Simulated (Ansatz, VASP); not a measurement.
BiIr: VASP beside Ansatz

```
CELL_PARAMETERS angstrom
0.00000 3.04689 3.04689
3.04689 0.00000 3.04689
3.04689 3.04689 0.00000
ATOMIC_POSITIONS crystal
Ir 0.00000 0.00000 0.00000
Bi 0.25000 0.25000 0.25000
```

Alike in both runs: task single point; functional PBE; k mesh 10 × 10 × 10; occupations gaussian, width 0.05 eV; no spin polarisation.

|  | VASP | Ansatz |
| --- | --- | --- |
| version | VASP 6.6.1 | Ansatz 0.2.0 |
| potentials or method | VASP PAW PBE potentials, release 64 (Ir, Bi_d), cutoff 500 eV | scalar-relativistic, plane waves, PAW |
| valence electrons in the cell | 24 | 32 |

|  | VASP | Ansatz | Ansatz less VASP |
| --- | --- | --- | --- |
| gap on the k mesh at the Fermi level (eV) | none | none | - |
| pressure (GPa) | 1.9 | 1.9 | -0.06 |

A gap of «none» marks a metal or a gap that the smearing closes. VASP's potentials hold 24 valence electrons a cell and Ansatz's 32, so a difference there can come from the potentials and not from the codes.

Neither program's run includes spin-orbit coupling.
